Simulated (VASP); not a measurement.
## Na: single point with LDA

The system is Na.

```
Na
1.0
     3.62098    0.00000    0.00000
    -1.81049    3.13586    0.00000
     0.00000    0.00000    5.89817
Na
2
Direct
  0.14002 0.66667 0.25000
  0.85998 0.33333 0.75000
```

This cell differs from its parent crystal: atoms displaced along a vibrational mode.

- Program: VASP 6.6.1
- Task: single point
- Functional: LDA
- Potentials or basis: VASP PAW LDA potentials, release 64 (Na_pv)
- Cutoff: 520 eV
- k mesh: 15 × 15 × 8
- Occupations: gaussian, width 0.15 eV
- Spin: no spin polarisation
- Dipole correction: no
- Further INCAR settings: ALGO = Fast; EDIFF = 1e-07; NBANDS = 14

The pressure is 0.0 GPa and the largest force is 0.161 eV/Å. The band gap on the k mesh is zero (bands 7 and 8 overlap by 4.64 eV).

Forces on the atoms (eV/Å):
```
Na   0.056  0.151  0.000
Na  -0.056 -0.151  0.000
```

Stress tensor (GPa, compression positive):
```
-0.88  0.35  0.00
 0.35 -0.24  0.00
 0.00  0.00  1.05
```

Levels at points of the mesh, in eV from the Fermi level:
| k point | band 5 | band 6 | band 7 | band 8 | band 9 | band 10 |
| --- | --- | --- | --- | --- | --- | --- |
| (0.00, 0.00, 0.00) | -24.94 | -24.93 | -3.52 | 0.58 | 1.04 | 10.27 |
| (0.00, 0.00, 0.50) | -24.94 | -24.94 | -2.41 | -2.41 | 5.84 | 5.84 |

Wall time 6.2 min on 1 thread of Intel(R) Xeon(R) Platinum 8259CL CPU @ 2.50GHz (Skylake/Cascade Lake) (shared host), peak memory 0.46 GiB.

Caveat: the cell differs from its parent crystal (atoms displaced along a vibrational mode).
